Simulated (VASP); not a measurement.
Here is a VASP 6.6.1 calculation.

INCAR

```
SYSTEM = Al
ALGO = Fast ; EDIFF = 1E-6
ENCUT = 520 ; GGA = PS
ISIF = 2 ; ISMEAR = 0
IVDW = 12 ; LASPH = .TRUE.
LCHARG = .FALSE. ; LREAL = .FALSE.
LWAVE = .FALSE. ; NBANDS = 8
NELM = 60 ; PREC = Accurate
SIGMA = 0.15
```

The input KPOINTS:

```
k-points
0
G
  26 26 26
  0 0 0
```

POSCAR

```
Al
1.0
    0.0247659702      1.9812776140      1.9812776140
    1.9812776140      0.0247659702      1.9812776140
    2.0060435842      2.0060435842      0.0000000000
Al
1
Direct
    0.0000000000      0.0000000000      0.0000000000
```

Potentials or basis: VASP PAW PBE potentials, release 64 (Al).

Command:

```console
$ cat potpaw_PBE.64/Al/POTCAR > POTCAR
$ mpirun -np 1 vasp_std > vasp.out
```

Predict the pressure.

0.2 GPa.

Estimate the dispersion energy per atom.

-0.337 eV.

Estimate the band gap on the k mesh.

zero (an odd number of electrons rules out a gap without spin polarisation).

Stress tensor (GPa, compression positive):
```
 0.20 -1.32  0.00
-1.32  0.20  0.00
 0.00  0.00  0.11
```

Caveat: the cell differs from its parent crystal (strain +0.0250 x Voigt [0, 0, 0, 0, 0, 1]); the PAW data sets were made with another functional, which shifts forces and pressure a little.
